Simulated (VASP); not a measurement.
Input of a VASP 6.6.1 run:

File INCAR:

```
  PREC = Accurate
  ENCUT = 520
  EDIFF = 1E-6
  ISMEAR = -1
  SIGMA = 0.1
  LREAL = False
  LASPH = True
  NELM = 100
  ALGO = Normal
  ISIF = 2
  LWAVE = False
  LCHARG = False
  NBANDS = 32
```

File KPOINTS:

```
regular mesh
0
Gamma
  9 9 3
```

The input POSCAR:

```
Zn3Ag
1.0
    2.8085321751      0.0000000000      0.0000000000
   -1.4042611551      2.4322572665      0.0000000000
    0.0000000000      0.0000000000      8.4427416316
Zn Ag
3 1
Direct
    0.6666666667      0.3333333333      0.5000000000
    0.3333333333      0.6666666667      0.2568000000
    0.3333333333      0.6666666667      0.7432000000
    0.6666666667      0.3333333333      0.0000000000
```

Potentials or basis: VASP PAW LDA potentials, release 64 (Zn, Ag).

The run is started by

```bash
$ cat potpaw_LDA.64/Zn/POTCAR potpaw_LDA.64/Ag/POTCAR > POTCAR
$ mpirun -np 1 vasp_std > vasp.out
```

Q: What does it give for the pressure?

A: -1.8 GPa.

Q: What does it give for the largest force?

A: 0.018 eV/Å.

Forces on the atoms (eV/Å):
```
Zn   0.000  0.000  0.000
Zn   0.000  0.000  0.018
Zn   0.000  0.000 -0.018
Ag   0.000  0.000  0.000
```
